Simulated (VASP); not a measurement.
# NiO (Fm-3m) in VASP: further runs

Aim: see how the results for NiO move with the level of theory and the settings. Levels: RPBE+U, r2SCAN+U. Tasks: single point.

Program: VASP 6.6.1. These are calculated values, not measurements. Logs are shortened: lines on timing, memory, paths and dates and some standing lists are left out, and cuts for length are marked.

### 1 The cell of the first run

Symmetry: Fm-3m, No. 225, cubic system. Conventional cell: a = 4.201 Å, b = 4.201 Å, c = 4.201 Å, α = 90.00°, β = 90.00°, γ = 90.00°. Ni (site symmetry m-3m) has 6 O at 2.10 Å within 2.8 Å. Within 2.8 Å of O (site symmetry m-3m) lie 6 Ni at 2.10 Å.

### 2 Single point, RPBE+U

INCAR

```
SYSTEM = NiO
PREC = Accurate
ENCUT = 600
EDIFF = 1E-6
ISMEAR = -1
SIGMA = 0.1
LREAL = .FALSE.
LASPH = .TRUE.
NELM = 200
ALGO = Normal
ISIF = 2
LWAVE = .FALSE.
LCHARG = .FALSE.
LMAXMIX = 4
LDAU = .TRUE.
LDAUTYPE = 2
LDAUL = 2 -1
LDAUU = 3.1 0
LDAUJ = 0 0
LDAUPRINT = 1
GGA = RP
NBANDS = 15
GGA_COMPAT = .FALSE.
```

KPOINTS

```
Automatic mesh
0
G
  7 7 7
  0 0 0
```

POSCAR

```
NiO
1.0
    0.0000000000      2.1005700000      2.1005700000
    2.1005700000      0.0000000000      2.1005700000
    2.1005700000      2.1005700000      0.0000000000
Ni O
1 1
Direct
    0.0000000000      0.0000000000      0.0000000000
    0.5000000000      0.5000000000      0.5000000000
```

Potentials or basis: VASP PAW PBE potentials, release 64 (Ni, O).

On the command line:

```
cat potpaw_PBE.64/Ni/POTCAR potpaw_PBE.64/O/POTCAR > POTCAR
mpirun -np 1 vasp_std > vasp.out
```

OUTCAR:

```text
SYSTEM = NiO
   PREC = Accurate
   ENCUT = 600
   EDIFF = 1E-6
   ISMEAR = -1
   LREAL = .FALSE.
   LASPH = .TRUE.
   NELM = 200
   ISIF = 2
   GGA = RP

 ion  position               nearest neighbor table
   1  0.000  0.000  0.000-   2 2.10   2 2.10   2 2.10   2 2.10   2 2.10   2 2.10
   2  0.500  0.500  0.500-   1 2.10   1 2.10   1 2.10   1 2.10   1 2.10   1 2.10

  LATTYP: Found a face centered cubic cell.
 ALAT       =     4.2011400000

  Lattice vectors:

 A1 = (   0.0000000000,   2.1005700000,   2.1005700000)
 A2 = (   2.1005700000,   0.0000000000,   2.1005700000)
 A3 = (   2.1005700000,   2.1005700000,   0.0000000000)

Analysis of symmetry for initial positions (statically):
=====================================================================
 Subroutine PRICEL returns:
 Original cell was already a primitive cell.

 Routine SETGRP: Setting up the symmetry group for a
 face centered cubic supercell.

 Subroutine GETGRP returns: Found 48 space group operations
 (whereof 48 operations were pure point group operations)
 out of a pool of 48 trial point group operations.

The static configuration has the point symmetry O_h .

Analysis of symmetry for dynamics (positions and initial velocities):
=====================================================================
 Subroutine PRICEL returns:
 Original cell was already a primitive cell.

 Routine SETGRP: Setting up the symmetry group for a
 face centered cubic supercell.

 Subroutine GETGRP returns: Found 48 space group operations
 (whereof 48 operations were pure point group operations)
 out of a pool of 48 trial point group operations.

The dynamic configuration has the point symmetry O_h .

 Subroutine INISYM returns: Found 48 space group operations
 (whereof 48 operations are pure point group operations),
 and found     1 'primitive' translations

----------------------------------------------------------------------------------------

                                     Primitive cell

  volume of cell :      18.5371

  direct lattice vectors                    reciprocal lattice vectors
     0.000000000  2.100570000  2.100570000    -0.238030630  0.238030630  0.238030630
     2.100570000  0.000000000  2.100570000     0.238030630 -0.238030630  0.238030630
     2.100570000  2.100570000  0.000000000     0.238030630  0.238030630 -0.238030630

  length of vectors
     2.970654583  2.970654583  2.970654583     0.412281145  0.412281145  0.412281145

  position of ions in fractional coordinates (direct lattice)
     0.000000000  0.000000000  0.000000000
     0.500000000  0.500000000  0.500000000

  ion indices of the primitive-cell ions
   primitive index   ion index
                 1           1
                 2           2

----------------------------------------------------------------------------------------

 KPOINTS: Automatic mesh

Automatic generation of k-mesh.
 Grid dimensions read from file:
 generate k-points for:    7    7    7

 Generating k-lattice:

  Cartesian coordinates                     Fractional coordinates (reciprocal lattice)
    -0.034004376  0.034004376  0.034004376     0.142857143  0.000000000  0.000000000
     0.034004376 -0.034004376  0.034004376     0.000000000  0.142857143  0.000000000
     0.034004376  0.034004376 -0.034004376     0.000000000  0.000000000  0.142857143

  Length of vectors
     0.058897306  0.058897306  0.058897306

  Shift w.r.t. Gamma in fractional coordinates (k-lattice)
     0.000000000  0.000000000  0.000000000

 Subroutine IBZKPT returns following result:
 ===========================================

 Found     20 irreducible k-points:
[... 38 lines left out ...]
   LASPH  =      T    aspherical Exc in radial PAW
   ENCUT  =  600.0 eV  44.10 Ry    6.64 a.u.   5.93  5.93  5.93*2*pi/ulx,y,z
   NELM   =    200;   NELMIN=  2; NELMDL= -5     # of ELM steps
   EDIFF  = 0.1E-05   stopping-criterion for ELM
   LREAL  =      F    real-space projection
   EDIFFG = 0.1E-04   stopping-criterion for IOM
   NSW    =      0    number of steps for IOM
   IBRION =     -1    ionic relax: 0-MD 1-quasi-New 2-CG
   NFREE  =      0    steps in history (QN), initial steepest desc. (CG)
   ISIF   =      2    stress and relaxation
   ISYM   =      2    0-nonsym 1-usesym 2-fastsym
   POTIM  = 0.5000    time-step for ionic-motion
   TEBEG  =    0.0;   TEEND  =   0.0 temperature during run
   PSTRESS=    0.0 pullay stress
   NELECT =      16.0000    total number of electrons
   NUPDOWN=      -1.0000    fix difference up-down
   EMIN   =  10.00;   EMAX   =-10.00  energy-range for DOS
   EFERMI =   0.00;   METHOD = LEGACY
   ISMEAR =    -1;   SIGMA  =   0.10  broadening in eV -4-tet -1-fermi 0-gaus
   EFERMI_NEDOS =   21; number of points for ismear=-14 and -15
   IALGO  =     38    algorithm
   IMIX   =      4    mixing-type and parameters
     AMIX     =   0.40;   BMIX     =  1.00
     AMIX_MAG =   1.60;   BMIX_MAG =  1.00
  volume/ion in A,a.u.               =       9.27        62.55
  Fermi-wavevector in a.u.,A,eV,Ry     =   1.558718  2.945551 33.056757  2.429603
  Thomas-Fermi vector in A             =   2.662182
   LORBIT       =      0    0 simple, 1 ext, 2 COOP (PROOUT), +10 PAW based schemes
 LDA+U is selected, type is set to LDAUTYPE =  2
   angular momentum for each species LDAUL =     2   -1
   U (eV)           for each species LDAUU =   3.1  0.0
   J (eV)           for each species LDAUJ =   0.0  0.0
   GGA     = RP    functional components
   LHFCALC =     F    Hartree Fock is set to
   AEXX    =    0.0000 exact exchange contribution
   IVDW    =     0    specifies the selected vdW correction
   LEPSILON=     F    determine dielectric tensor
   LRPA    =     F    only Hartree local field effects (RPA)
 non-spin polarized calculation
  energy-cutoff  :      600.00
  volume of cell :       18.54
 maximum number of plane-waves:       630
   NGX = 11   NGY = 11   NGZ = 11

atom =   1  type =  1  l = 2

 onsite density matrix

spin component  1

  0.9657 -0.0000 -0.0000 -0.0000 -0.0000
 -0.0000  0.9657 -0.0000 -0.0000  0.0000
 -0.0000 -0.0000  0.6612  0.0000 -0.0000
 -0.0000 -0.0000  0.0000  0.9657  0.0000
 -0.0000  0.0000 -0.0000  0.0000  0.6612

spin component  2

  0.9657 -0.0000 -0.0000 -0.0000 -0.0000
 -0.0000  0.9657 -0.0000 -0.0000  0.0000
 -0.0000 -0.0000  0.6612  0.0000 -0.0000
 -0.0000 -0.0000  0.0000  0.9657  0.0000
 -0.0000  0.0000 -0.0000  0.0000  0.6612

 occupancies and eigenvectors

  o =  0.6612  v =  0.0000 -0.0000  0.9999  0.0000  0.0137  0.0000  0.0000  0.0000  0.0000  0.0000      0.0000  0.0000  0.0000  0.0000  0.0000  0.0000  0.0000  0.0000  0.0000  0.0000
  o =  0.6612  v =  0.0000  0.0000  0.0000  0.0000  0.0000  0.0000 -0.0000  0.9999  0.0000  0.0137      0.0000  0.0000  0.0000  0.0000  0.0000  0.0000  0.0000  0.0000  0.0000  0.0000
  o =  0.6612  v =  0.0000  0.0000  0.0000  0.0000  0.0000  0.0000  0.0000  0.0137  0.0000 -0.9999      0.0000  0.0000  0.0000  0.0000  0.0000  0.0000  0.0000  0.0000  0.0000  0.0000
  o =  0.6612  v =  0.0000  0.0000  0.0137  0.0000 -0.9999  0.0000  0.0000  0.0000  0.0000  0.0000      0.0000  0.0000  0.0000  0.0000  0.0000  0.0000  0.0000  0.0000  0.0000  0.0000
  o =  0.9657  v =  0.0000  0.9993  0.0000  0.0362 -0.0000  0.0000  0.0000  0.0000  0.0000  0.0000      0.0000  0.0000  0.0000  0.0000  0.0000  0.0000  0.0000  0.0000  0.0000  0.0000
  o =  0.9657  v =  0.0000  0.0000  0.0000  0.0000  0.0000  0.0000  0.9993  0.0000  0.0362 -0.0000      0.0000  0.0000  0.0000  0.0000  0.0000  0.0000  0.0000  0.0000  0.0000  0.0000
  o =  0.9657  v =  0.0000  0.0000  0.0000  0.0000  0.0000  0.0000 -0.0362 -0.0000  0.9993 -0.0000      0.0000  0.0000  0.0000  0.0000  0.0000  0.0000  0.0000  0.0000  0.0000  0.0000
  o =  0.9657  v =  0.0000 -0.0362 -0.0000  0.9993 -0.0000  0.0000  0.0000  0.0000  0.0000  0.0000      0.0000  0.0000  0.0000  0.0000  0.0000  0.0000  0.0000  0.0000  0.0000  0.0000
  o =  0.9657  v =  1.0000  0.0000  0.0000  0.0000  0.0000  0.0000  0.0000  0.0000  0.0000  0.0000      0.0000  0.0000  0.0000  0.0000  0.0000  0.0000  0.0000  0.0000  0.0000  0.0000
  o =  0.9657  v =  0.0000  0.0000  0.0000  0.0000  0.0000  1.0000  0.0000  0.0000  0.0000  0.0000      0.0000  0.0000  0.0000  0.0000  0.0000  0.0000  0.0000  0.0000  0.0000  0.0000

 number of electron      16.0000011 magnetization

 Free energy of the ion-electron system (eV)
  ---------------------------------------------------
  ext. energy  EPLUGINS =         0.00000000
  ---------------------------------------------------
  free energy    TOTEN  =        -8.73344376 eV

  energy without entropy =       -8.67933434  energy(sigma->0) =       -8.70638905

 E-fermi :   7.5199     XC(G=0): -12.3626

 val. band max:        7.4839879489   @ k =  -0.4286   0.4286   0.1429
 cond. band min:       7.7106520818   @ k =   0.2857   0.1429   0.0000
 fundamental gap:      0.2266641329
 Fermi energy:         7.5198845710

 k-point     1 :       0.0000    0.0000    0.0000
  band No.  band energies     occupation
      1     -12.6856      2.00000
      2       4.6267      2.00000
      3       4.6267      2.00000
      4       4.6267      2.00000
      5       4.8059      2.00000
      6       4.8059      2.00000
      7       4.8059      2.00000
      8       6.0335      2.00000
      9       6.0336      2.00000
     10       9.3765      0.00000
     11      25.6834      0.00000
     12      25.9807      0.00000
     13      25.9807      0.00000
     14      25.9807      0.00000
[... 329 lines left out ...]
      2       1.3724      2.00000
      3       1.4562      2.00000
      4       2.3574      2.00000
      5       5.4215      2.00000
      6       5.6237      2.00000
      7       5.8854      2.00000
      8       6.9243      1.99483
      9       7.7592      0.16737
     10      16.4712      0.00000
     11      17.8479      0.00000
     12      18.2666      0.00000
     13      22.1352      0.00000
     14      28.2766      0.00000
     15      30.7725      0.00000

------------------------ aborting loop because EDIFF is reached ----------------------------------------

  FORCE on cell =-STRESS in cart. coord.  units (eV):
  Direction    XX          YY          ZZ          XY          YZ          ZX
  --------------------------------------------------------------------------------------
  -------------------------------------------------------------------------------------
  Total       -0.3709288     -0.3709288     -0.3709288      0.0000000      0.0000000     -0.0000000
  in kB      -32.0597158    -32.0597158    -32.0597158      0.0000000      0.0000000     -0.0000000
  external PRESSURE =     -32.0597158 kB  Pullay stress =       0.0000000 kB

 VOLUME and BASIS-vectors are now :
 -----------------------------------------------------------------------------
  energy-cutoff  :      600.00
  volume of cell :       18.54
      direct lattice vectors                 reciprocal lattice vectors
     0.000000000  2.100570000  2.100570000    -0.238030630  0.238030630  0.238030630
     2.100570000  0.000000000  2.100570000     0.238030630 -0.238030630  0.238030630
     2.100570000  2.100570000  0.000000000     0.238030630  0.238030630 -0.238030630

 POSITION                                       TOTAL-FORCE (eV/Angst)
 -----------------------------------------------------------------------------------
      0.00000      0.00000      0.00000        -0.000000     -0.000000      0.000000
      2.10057      2.10057      2.10057         0.000000      0.000000      0.000000
 -----------------------------------------------------------------------------------
    total drift:                                0.000000     -0.000000     -0.000000

  FREE ENERGIE OF THE ION-ELECTRON SYSTEM (eV)
  ---------------------------------------------------
  free  energy   TOTEN  =        -8.7334437613 eV

  energy  without entropy=       -8.6793343359  energy(sigma->0) =       -8.70638905
```

Run time: 4.3 s. Hardware: 1 thread of Intel Xeon 6975P-C (Granite Rapids), shared host; peak memory 0.13 GiB.

What came out:

```yaml
Free_energy: -8.7334 eV
Pressure: -3.2 GPa
Band_gap_on_the_k_mesh: zero (band 8 reaches 8.71 eV, above the bottom of band 9 at 6.03 eV)
```

Eigenvalues of the final occupation matrices:
```
    site  spin  trace               eigenvalues
site 1 d     1   4.22  0.66 0.66 0.97 0.97 0.97
site 1 d     2   4.22  0.66 0.66 0.97 0.97 0.97
```

Caveat: the k points lie up to 0.37 Å⁻¹ apart; the PAW data sets were made with another functional, which shifts forces and pressure a little; the run has no spin polarisation, though such a crystal can be magnetic; U without spin polarisation on a metal has little footing.

### 3 Single point, r2SCAN+U

POSCAR is that of step 2.

INCAR.step1

```
SYSTEM = NiO
PREC = Accurate ; ENCUT = 660
ISMEAR = -1 ; SIGMA = 0.1
LREAL = .False. ; LASPH = .True.
NELM = 200 ; LMAXMIX = 4
LDAU = .True. ; LDAUTYPE = 2
LDAUL = 2 -1 ; LDAUU = 3.1 0
LDAUJ = 0 0 ; NBANDS = 15
GGA = PE ; ALGO = Normal
EDIFF = 1E-5 ; LWAVE = .True.
LCHARG = .False. ; GGA_COMPAT = .False.
```

INCAR.step2

```
SYSTEM = NiO
PREC = Accurate ; ENCUT = 660
EDIFF = 1E-6 ; ISMEAR = -1
SIGMA = 0.1 ; LREAL = .False.
LASPH = .True. ; NELM = 200
ALGO = Normal ; ISIF = 2
LWAVE = .False. ; LCHARG = .False.
LMAXMIX = 4 ; LDAU = .True.
LDAUTYPE = 2 ; LDAUL = 2 -1
LDAUU = 3.1 0 ; LDAUJ = 0 0
LDAUPRINT = 1 ; METAGGA = R2SCAN
LMIXTAU = .True. ; NBANDS = 15
ISTART = 1 ; GGA_COMPAT = .False.
```

KPOINTS

```
Automatic mesh
0
Gamma
  7 7 7
  0 0 0
```

Potentials or basis: VASP PAW PBE potentials, release 64 (Ni, O).

On the command line:

```
cat potpaw_PBE.64/Ni/POTCAR potpaw_PBE.64/O/POTCAR > POTCAR
cp INCAR.step1 INCAR
mpirun -np 1 vasp_std > vasp.out
cp INCAR.step2 INCAR
mpirun -np 1 vasp_std > vasp.out
```

Run time: 24 s. Hardware: 1 thread of Intel Xeon 6975P-C (Granite Rapids), shared host; peak memory 0.16 GiB.

The run converged. Its results:

| Item | Value |
| --- | --- |
| Free energy | -17.5418 eV |
| Pressure | -16.9 GPa |
| Band gap on the k mesh | zero (band 8 reaches 8.49 eV, above the bottom of band 9 at 5.80 eV) |

Levels at points of the mesh, in eV from the Fermi level:
| k point | band 4 | band 5 | band 6 | band 7 | band 8 | band 9 | band 10 | band 11 | band 12 | band 13 |
| --- | --- | --- | --- | --- | --- | --- | --- | --- | --- | --- |
| (0.00, 0.00, 0.00) | -3.19 | -3.14 | -3.14 | -3.14 | -1.49 | -1.49 | 2.17 | 18.74 | 18.92 | 18.92 |

Eigenvalues of the final occupation matrices:
| site | spin | trace | eigenvalues |
| --- | --- | --- | --- |
| site 1 d | 1 | 4.22 | 0.65 0.65 0.97 0.97 0.97 |
| site 1 d | 2 | 4.22 | 0.65 0.65 0.97 0.97 0.97 |

Caveat: the k points lie up to 0.37 Å⁻¹ apart; the PAW data sets were made with another functional, which shifts forces and pressure a little; the run has no spin polarisation, though such a crystal can be magnetic; U without spin polarisation on a metal has little footing. Spin polarisation is off, so any magnetic state and its effect on volume and gap are missing.
